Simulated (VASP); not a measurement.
VN2: single point with PBE

The system is VN2.

```xyz
6
Lattice="-2.1728 2.1728 2.5131 2.1728 -2.1728 2.5131 2.1728 2.1728 -2.5131" Properties=species:S:1:pos:R:3 pbc="T T T"
V     0.0000    0.0000    1.2566
V     0.0000    0.0000    3.7697
N     2.6628    0.4900    0.0000
N     1.6828    0.4900    2.5131
N    -0.4900    1.6828    2.5131
N     0.4900    1.6828    0.0000
```

```json
{
 "Program": "VASP 6.6.1",
 "Task": "single point",
 "Functional": "PBE",
 "Potentials or basis": "VASP PAW PBE potentials, release 64 (V_sv, N)",
 "Cutoff": "520 eV",
 "k mesh": "12 × 12 × 12",
 "Occupations": "gaussian, width 0.1 eV",
 "Spin": "no spin polarisation",
 "Dipole correction": "no",
 "Further INCAR settings": "ALGO = Normal; EDIFF = 1e-06; NBANDS = 32"
}
```

```yaml
Pressure: -7.9 GPa
Largest_force: 0.048 eV/Å
Band_gap_on_the_k_mesh: zero (bands 23 and 24 overlap by 0.34 eV)
```

Forces in eV/Å, atoms in the order of the input:
```
V    0.000  0.000  0.000
V    0.000  0.000  0.000
N    0.034  0.034  0.000
N   -0.034  0.034  0.000
N   -0.034 -0.034  0.000
N    0.034 -0.034  0.000
```

Stress tensor (GPa, compression positive):
```
-7.90  0.00  0.00
 0.00 -7.90  0.00
 0.00  0.00 -8.04
```

Levels at points of the mesh, in eV from the Fermi level:
| k point | band 20 | band 21 | band 22 | band 23 | band 24 | band 25 | band 26 | band 27 |
| --- | --- | --- | --- | --- | --- | --- | --- | --- |
| (0.00, 0.00, 0.00) | -2.80 | -2.51 | -2.42 | -2.42 | 0.73 | 0.93 | 0.93 | 1.18 |
| (0.50, 0.00, 0.00) | -3.21 | -2.95 | -2.95 | 0.15 | 0.15 | 0.70 | 0.70 | 0.97 |
| (0.50, 0.50, 0.00) | -4.53 | -2.62 | -2.50 | -1.22 | 0.00 | 0.80 | 1.06 | 1.72 |
| (0.50, 0.50, 0.50) | -1.94 | -1.94 | -0.21 | -0.18 | -0.15 | -0.06 | 0.03 | 1.75 |

Run time: 2.5 min on 1 thread of Intel(R) Xeon(R) Platinum 8488C (Sapphire Rapids), on a shared host, peak memory 0.31 GiB.

Caveat: the cell stands under tension; the run has no spin polarisation, though such a crystal can be magnetic. With open d or f shells a metallic result of PBE can be an artefact of self-interaction; +U or a hybrid may open a gap.
